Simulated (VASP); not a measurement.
# AlO2 (Fd-3m) in VASP: a series of runs, part 2 of 2

VASP 6.6.1. Earlier steps stand in the parts before.

### Step 4. Relaxation of cell and atoms, PBE, collinear spin, ferromagnetic start

The input, INCAR:

```
SYSTEM = AlO2
PREC     = Accurate       ! precision mode
ENCUT    = 600            ! plane-wave cutoff, eV
EDIFF    = 1E-6           ! SCF threshold, eV
ISMEAR   = 0              ! smearing method
SIGMA    = 0.1            ! smearing width, eV
LREAL    = .False.        ! projectors in reciprocal space
LASPH    = .True.         ! aspherical terms in the spheres
NELM     = 150            ! most SCF steps
ALGO     = Normal         ! electronic algorithm
ISIF     = 3              ! what is computed and relaxed
LWAVE    = .False.        ! write WAVECAR
LCHARG   = .False.        ! write CHGCAR
ISPIN    = 2              ! spin polarisation
MAGMOM   = 0 0 1 1 1 1    ! initial moments
LORBIT   = 11             ! projections on sites
GGA      = PE             ! functional
IBRION   = 2              ! ionic algorithm
NSW      = 90             ! ionic steps
EDIFFG   = -0.04          ! ionic threshold
```

The input, KPOINTS:

```
Automatic mesh
0
Gamma
  4 4 4
  0 0 0
```

The input, POSCAR:

```
AlO2
1.0
    0.0000000000      3.3952700600      3.3952700600
    3.3952700600      0.0000000000      3.3952700600
    3.3952700600      3.3952700600      0.0000000000
Al O
2 4
Direct
    0.2500000000      0.2500000000      0.2500000000
    0.0000000000      0.0000000000      0.0000000000
    0.6250000000      0.1250000000      0.6250000000
    0.6250000000      0.6250000000      0.1250000000
    0.1250000000      0.6250000000      0.6250000000
    0.6250000000      0.6250000000      0.6250000000
```

Potentials or basis: VASP PAW PBE potentials, release 64 (Al, O).

Started as:

```sh
> cat potpaw_PBE.64/Al/POTCAR potpaw_PBE.64/O/POTCAR > POTCAR
> mpirun -np 1 vasp_std > vasp.out
```

OUTCAR:

```text
SYSTEM = AlO2
   PREC = Accurate
   ENCUT = 600
   EDIFF = 1E-6
   ISMEAR = 0
   LREAL = .False.
   LASPH = .True.
   NELM = 150
   ISIF = 3
   ISPIN = 2
   LORBIT = 11
   GGA = PE
   IBRION = 2
   NSW = 90
   EDIFFG = -0.04

 ion  position               nearest neighbor table
   1  0.250  0.250  0.250-   2 2.94   2 2.94   2 2.94   2 2.94
   2  0.000  0.000  0.000-   1 2.94   1 2.94   1 2.94   1 2.94
   3  0.625  0.125  0.625-
   4  0.625  0.625  0.125-
   5  0.125  0.625  0.625-
   6  0.625  0.625  0.625-

  LATTYP: Found a face centered cubic cell.
 ALAT       =     6.7905401200

  Lattice vectors:

 A1 = (   0.0000000000,   3.3952700600,   3.3952700600)
 A2 = (   3.3952700600,   0.0000000000,   3.3952700600)
 A3 = (   3.3952700600,   3.3952700600,   0.0000000000)

Analysis of symmetry for initial positions (statically):
=====================================================================
 Subroutine PRICEL returns:
 Original cell was already a primitive cell.

 Routine SETGRP: Setting up the symmetry group for a
 face centered cubic supercell.

 Subroutine GETGRP returns: Found 48 space group operations
 (whereof 24 operations were pure point group operations)
 out of a pool of 48 trial point group operations.

The static configuration has the point symmetry T_d .
 The point group associated with its full space group is O_h .

Analysis of symmetry for dynamics (positions and initial velocities):
[... 329 lines left out ...]

 Free energy of the ion-electron system (eV)
  ---------------------------------------------------
  ext. energy  EPLUGINS =         0.00000000
  ---------------------------------------------------
  free energy    TOTEN  =       -23.12535646 eV

  energy without entropy =      -23.11154692  energy(sigma->0) =      -23.11845169

 E-fermi :   6.2256     XC(G=0): -11.2794

 val. band max:        6.2081375767   @ k =  -0.2500   0.2500   0.0000
 cond. band min:       6.4258146064   @ k =   0.2500   0.2500   0.0000
 fundamental gap:      0.2176770296
 Fermi energy:         6.2256162421

 spin component 1

 k-point     1 :       0.0000    0.0000    0.0000
  band No.  band energies     occupation
      1     -14.3680      1.00000
      2     -10.4801      1.00000
      3     -10.4801      1.00000
      4     -10.4801      1.00000
      5      -1.2017      1.00000
      6       0.2033      1.00000
[... 181 lines left out ...]
     20       9.1789      0.00000
     21      13.8735      0.00000
 Fermi energy:         6.2256162421

 spin component 2

 k-point     1 :       0.0000    0.0000    0.0000
  band No.  band energies     occupation
      1     -14.1874      1.00000
      2     -10.2616      1.00000
      3     -10.2616      1.00000
      4     -10.2616      1.00000
      5      -0.8842      1.00000
      6       0.3035      1.00000
[... 214 lines left out ...]
  FREE ENERGIE OF THE ION-ELECTRON SYSTEM (eV)
  ---------------------------------------------------
  free  energy   TOTEN  =       -23.1253564601 eV

  energy  without entropy=      -23.1115469163  energy(sigma->0) =      -23.11845169

 reached required accuracy - stopping structural energy minimisation

 total charge

# of ion       s       p       d       tot
------------------------------------------
    1        0.421   0.205   0.000   0.626
    2        0.421   0.205   0.000   0.626
    3        1.639   3.112   0.000   4.751
    4        1.639   3.112   0.000   4.751
    5        1.639   3.112   0.000   4.751
    6        1.639   3.112   0.000   4.751
--------------------------------------------------
tot          7.398  12.859   0.000  20.257

 magnetization (x)

# of ion       s       p       d       tot
------------------------------------------
    1       -0.016  -0.005   0.000  -0.021
    2       -0.016  -0.005   0.000  -0.021
    3        0.001   0.109   0.000   0.110
    4        0.001   0.109   0.000   0.110
    5        0.001   0.109   0.000   0.110
    6        0.001   0.109   0.000   0.110
--------------------------------------------------
tot         -0.027   0.424   0.000   0.397
```

OSZICAR:

```text
N       E                     dE             d eps       ncg     rms          rms(c)
DAV:   1     0.149676711301E+03    0.14968E+03   -0.15583E+04   680   0.140E+03
DAV:   2    -0.117661413810E+02   -0.16144E+03   -0.14917E+03   853   0.255E+02
[... 62 lines left out ...]
DAV:   3    -0.231306317754E+02    0.11867E+00   -0.37976E-01   737   0.333E+00    0.449E-01
DAV:   4    -0.231261848103E+02    0.44470E-02   -0.21832E-02   682   0.766E-01    0.277E-01
DAV:   5    -0.231253666612E+02    0.81815E-03   -0.30528E-03   697   0.292E-01    0.882E-02
DAV:   6    -0.231253418174E+02    0.24844E-04   -0.67986E-04   692   0.138E-01    0.316E-02
DAV:   7    -0.231253556606E+02   -0.13843E-04   -0.53363E-05   727   0.453E-02    0.892E-03
DAV:   8    -0.231253564601E+02   -0.79951E-06   -0.62363E-06   597   0.136E-02
   5 F= -.23125356E+02 E0= -.23118452E+02  d E =-.842815E+00  mag=     0.3822
```

Run time: 3.5 min. Hardware: 1 thread of AMD EPYC 7R13 (Zen 3), shared host; peak memory 0.25 GiB.

Results:

| Property | Result |
| --- | --- |
| Free energy | -23.1254 eV |
| Relaxed volume | 10.14 Å³/atom |
| Relaxed cell | a = 4.414 Å, b = 4.414 Å, c = 4.414 Å, α = 60.00°, β = 60.00°, γ = 60.00° |
| Space group after relaxing (to 0.05 Å) | Fd-3m (No. 227) |
| Energy gained by relaxing | 140.5 meV/atom |
| Ionic steps | 5 |
| Pressure after relaxing | -0.1 GPa |
| Net moment | 0.38 μB per cell |
| Site moments | Al -0.02; O +0.11 μB |
| Valence electrons inside the program's atomic spheres | Al 0.63; O 4.75 |

Step by step:
```
step  energy change (eV)  largest force (eV/Å)  pressure (GPa)  volume (Å³)
   1              0.0000                0.0000          -10.17        78.28
   2             -0.4221                0.0000           -5.50        69.27
   3             -0.8382                0.0000           -1.76        61.62
   4             -0.8134                0.0000            4.79        58.75
   5             -0.8428                0.0000           -0.12        60.81
```

Final structure:
```xyz
6
Lattice="0.0000 3.1212 3.1212 3.1212 0.0000 3.1212 3.1212 3.1212 0.0000" Properties=species:S:1:pos:R:3 pbc="T T T"
Al    1.5606    1.5606    1.5606
Al    0.0000    0.0000    0.0000
O     2.3409    3.9015    2.3409
O     2.3409    2.3409    3.9015
O     3.9015    2.3409    2.3409
O     3.9015    3.9015    3.9015
```

Caveat: the k points lie up to 0.44 Å⁻¹ apart in the final cell; the volume moved by over 15 % at a fixed basis, so the end points are rough.

### Step 5. Overview

| task | spin | cell | cutoff (eV) | gap on the mesh (eV) | pressure (GPa) | moment (μB) |
| --- | --- | --- | --- | --- | --- | --- |
| single point | off | a = 4.802 Å, angles 60.0°, 6 atoms | 520 | none | -18.3 | - |
| single point | collinear, ferromagnetic start | a = 4.418 Å, angles 60.0°, 6 atoms | 520 | none | -0.4 | 0.01 |
| relaxation of cell and atoms | collinear, ferromagnetic start | relaxed from a = 4.802 Å, angles 60.0°, 6 atoms | 600 | none | -0.1 | 0.38 |

Alike in all rows: level PBE; potentials or basis VASP PAW PBE potentials, release 64 (Al, O); k mesh 4 × 4 × 4; smearing gaussian 0.1 eV.

Caveats: all runs use coarse meshes; the volume moved by over 15 % at a fixed basis, so the end points are rough (some runs).

Absolute energies hang on the potentials; compare differences alone.
